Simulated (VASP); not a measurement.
# I (I4/mmm) in VASP: a series of runs, part 2 of 2

VASP 6.6.1. Earlier steps stand in the parts before.

## Step 5: Single point, PBE (strained)

Contents of INCAR:

```
SYSTEM = I
PREC = Accurate
ENCUT = 520
EDIFF = 1E-7
ISMEAR = 0
SIGMA = 0.1
LREAL = .FALSE.
LASPH = .TRUE.
NELM = 100
ALGO = Normal
ISIF = 2
LWAVE = .FALSE.
LCHARG = .FALSE.
GGA = PE
NBANDS = 10
```

Contents of KPOINTS:

```
regular mesh
0
G
  18 18 18
  0 0 0
```

Contents of POSCAR:

```
I
1.0
   -1.5067896605      1.5067896605      4.3568425566
    1.5067896605     -1.5067896605      4.3568425566
    1.5067896605      1.5067896605     -4.3568425566
I
1
Direct
    0.0000000000      0.0000000000      0.0000000000
```

Launch:

```bash
$ cat potpaw_PBE.64/I/POTCAR > POTCAR
$ mpirun -np 1 vasp_std > vasp.out
```

Run time: 5.5 min. Hardware: 1 thread of Oxide Virtual Turin-like, shared host; peak memory 0.31 GiB.

Results (log left out):

| Quantity | Value |
| --- | --- |
| Free energy | -1.2375 eV |
| Pressure | 7.6 GPa |

Stress tensor (GPa, compression positive):
```
11.34  0.00  0.00
 0.00 11.34  0.00
 0.00  0.00  0.06
```

Levels at points of the mesh, in eV from the Fermi level:
```
           k point  band 1  band 2  band 3  band 4  band 5  band 6  band 7  band 8
(0.00, 0.00, 0.00)  -15.18   -3.61    1.18    1.18    3.12    6.91    8.44   12.97
(0.50, 0.00, 0.00)  -13.14   -6.74   -2.43    2.63    3.99    9.17    9.33   10.59
(0.50, 0.50, 0.00)  -11.06   -5.14   -5.03   -0.74    2.87    6.11    8.35    9.67
(0.50, 0.50, 0.50)  -15.08   -4.88    1.10    1.10    6.72    7.95    8.44   10.91
```

Caveat: the cell differs from its parent crystal (strained); spin-orbit coupling is left out, which moves the levels of the heavy elements; an odd number of electrons without spin polarisation forces a metal; a magnetic or distorted state may lie lower.

## Step 6: Single point, PBEsol (functional PBEsol, strained)

Contents of INCAR:

```
SYSTEM = I
PREC = Accurate
ENCUT = 520
EDIFF = 1E-7
ISMEAR = 0
SIGMA = 0.1
LREAL = .False.
LASPH = .True.
NELM = 100
ALGO = Normal
ISIF = 2
LWAVE = .False.
LCHARG = .False.
GGA = PS
NBANDS = 10
```

Contents of KPOINTS:

```
Automatic mesh
0
Gamma
  18 18 18
  0 0 0
```

Contents of POSCAR:

```
I
1.0
   -1.5990493507      1.5990493507      4.4721629650
    1.5990493507     -1.5990493507      4.4721629650
    1.5990493507      1.5990493507     -4.4721629650
I
1
Direct
    0.0000000000      0.0000000000      0.0000000000
```

Potentials or basis: VASP PAW PBE potentials, release 64 (I).

Launch:

```bash
$ cat potpaw_PBE.64/I/POTCAR > POTCAR
$ mpirun -np 1 vasp_std > vasp.out
```

OUTCAR:

```text
SYSTEM = I
   PREC = Accurate
   ENCUT = 520
   EDIFF = 1E-7
   ISMEAR = 0
   LREAL = .False.
   LASPH = .True.
   NELM = 100
   ISIF = 2
   GGA = PS

 ion  position               nearest neighbor table
   1  0.000  0.000  0.000-

  LATTYP: Found a body centered tetragonal cell.
 ALAT       =     3.1980987014
 C/A-ratio  =     2.7967635665

  Lattice vectors:

 A1 = (  -1.5990493507,   1.5990493507,   4.4721629650)
 A2 = (   1.5990493507,  -1.5990493507,   4.4721629650)
 A3 = (   1.5990493507,   1.5990493507,  -4.4721629650)

Analysis of symmetry for initial positions (statically):
=====================================================================
 Subroutine PRICEL returns:
 Original cell was already a primitive cell.

 Routine SETGRP: Setting up the symmetry group for a
 body centered tetragonal supercell.

 Subroutine GETGRP returns: Found 16 space group operations
 (whereof 16 operations were pure point group operations)
 out of a pool of 16 trial point group operations.

The static configuration has the point symmetry D_4h.

[... 164 lines left out ...]
 Fermi energy:         2.3383302819

 k-point     1 :       0.0000    0.0000    0.0000
  band No.  band energies     occupation
      1     -11.5066      2.00000
      2      -0.2022      2.00000
      3       3.3074      0.00000
      4       3.3074      0.00000
      5       6.2787      0.00000
      6       9.6584      0.00000
      7      10.2994      0.00000
      8      14.9361      0.00000
      9      15.2191      0.00000
     10      15.2191      0.00000
[... 287 lines left out ...]
 k-point    24 :      -0.2222    0.0556    0.0000
  band No.  band energies     occupation
      1     -10.9883      2.00000
      2       0.0937      2.00000
      3       0.2191      2.00000
      4       3.3619      0.00000
      5       7.2401      0.00000
      6      10.4067      0.00000
      7      10.8722      0.00000
      8      14.2217      0.00000
      9      14.6117      0.00000
     10      16.0773      0.00000

 [... further k-points ...]

------------------------ aborting loop because EDIFF is reached ----------------------------------------

  FORCE on cell =-STRESS in cart. coord.  units (eV):
  Direction    XX          YY          ZZ          XY          YZ          ZX
  --------------------------------------------------------------------------------------
  -------------------------------------------------------------------------------------
  Total       -0.1910260     -0.1910260     -0.1273735      0.0000000      0.0000000      0.0000000
  in kB       -6.6911645     -6.6911645     -4.4615764      0.0000000      0.0000000      0.0000000
  external PRESSURE =      -5.9479685 kB  Pullay stress =       0.0000000 kB

 VOLUME and BASIS-vectors are now :
 -----------------------------------------------------------------------------
  energy-cutoff  :      520.00
  volume of cell :       45.74
      direct lattice vectors                 reciprocal lattice vectors
    -1.599049351  1.599049351  4.472162965     0.000000000  0.312685784  0.111802724
     1.599049351 -1.599049351  4.472162965     0.312685784  0.000000000  0.111802724
     1.599049351  1.599049351 -4.472162965     0.312685784  0.312685784  0.000000000

 POSITION                                       TOTAL-FORCE (eV/Angst)
 -----------------------------------------------------------------------------------
      0.00000      0.00000      0.00000         0.000000      0.000000      0.000000
 -----------------------------------------------------------------------------------
    total drift:                                0.000000      0.000000     -0.000000

  FREE ENERGIE OF THE ION-ELECTRON SYSTEM (eV)
  ---------------------------------------------------
  free  energy   TOTEN  =        -1.6576123996 eV

  energy  without entropy=       -1.6539353892  energy(sigma->0) =       -1.65577389
```

Run time: 5.8 min. Hardware: 1 thread of Oxide Virtual Turin-like, shared host; peak memory 0.36 GiB.

Results:

* Free energy: -1.6576 eV
* Pressure: -0.6 GPa

Caveat: the cell differs from its parent crystal (functional PBEsol, strained); the PAW data sets were made with another functional, which shifts forces and pressure a little; spin-orbit coupling is left out, which moves the levels of the heavy elements; an odd number of electrons without spin polarisation forces a metal; a magnetic or distorted state may lie lower.

## Step 7: Overview

```tsv
level	cell	k mesh	gap on the mesh (eV)	pressure (GPa)
PBE	a = 4.769 Å, angles 139.0, 139.0, 59.3°, 1 atom	18 × 18 × 18	none	-1.6
PBE	a = 4.858 Å, angles 140.5, 140.5, 57.1°, 1 atom	18 × 18 × 18	none	-0.8
PBE	a = 4.784 Å, angles 138.1, 138.1, 60.8°, 1 atom	16 × 16 × 16	none	-2.6
PBE	a = 4.850 Å, angles 143.8, 143.8, 52.1°, 1 atom	18 × 18 × 18	none	7.6
PBEsol	a = 5.011 Å, angles 142.8, 142.8, 53.6°, 1 atom	18 × 18 × 18	none	-0.6
```

Alike in all rows: task single point; potentials or basis VASP PAW PBE potentials, release 64 (I); no spin polarisation; cutoff (eV) 520; smearing gaussian 0.1 eV.

Caveats: spin-orbit coupling is left out, which moves the levels of the heavy elements; an odd number of electrons without spin polarisation forces a metal; a magnetic or distorted state may lie lower; the PAW data sets were made with another functional, which shifts forces and pressure a little (some runs).

Absolute energies hang on the potentials; compare differences alone.
